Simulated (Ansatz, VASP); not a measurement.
## Two plane-wave programs on Ir

```
Ir
1.0
     2.71902    0.00000    0.00000
    -1.35951    2.35474    0.00000
     0.00000    0.00000    4.40799
Ir
2
Direct
  0.33333 0.66667 0.25000
  0.66667 0.33333 0.75000
```

Alike in both runs: functional PBEsol; k mesh 18 × 18 × 10; occupations gaussian, width 0.1 eV; no spin polarisation.

Ansatz relaxed the structure, and its values are those at the end. VASP's run is a single point on that final structure, the one shown.

```csv
,VASP,Ansatz
version,VASP 6.6.1,Ansatz 0.2.0
potentials or method,"VASP PAW PBE potentials, release 64 (Ir), cutoff 520 eV","scalar-relativistic, plane waves, PAW"
valence electrons in the cell,18,34
```

Ansatz gave:

* gap on the k mesh at the Fermi level (eV): none
* pressure (GPa): 0.0

Problem. Which values does VASP return?

Solution. gap on the k mesh at the Fermi level (eV): none; pressure (GPa): 1.0.

VASP's potentials were made for PBE, not for PBEsol. A gap of «none» marks a metal or a gap that the smearing closes. With one functional, cell and mesh, what is left measures potentials, basis and numerics. VASP's potentials hold 18 valence electrons a cell and Ansatz's 34, so a difference there can come from the potentials and not from the codes.

Spin-orbit coupling is off throughout.
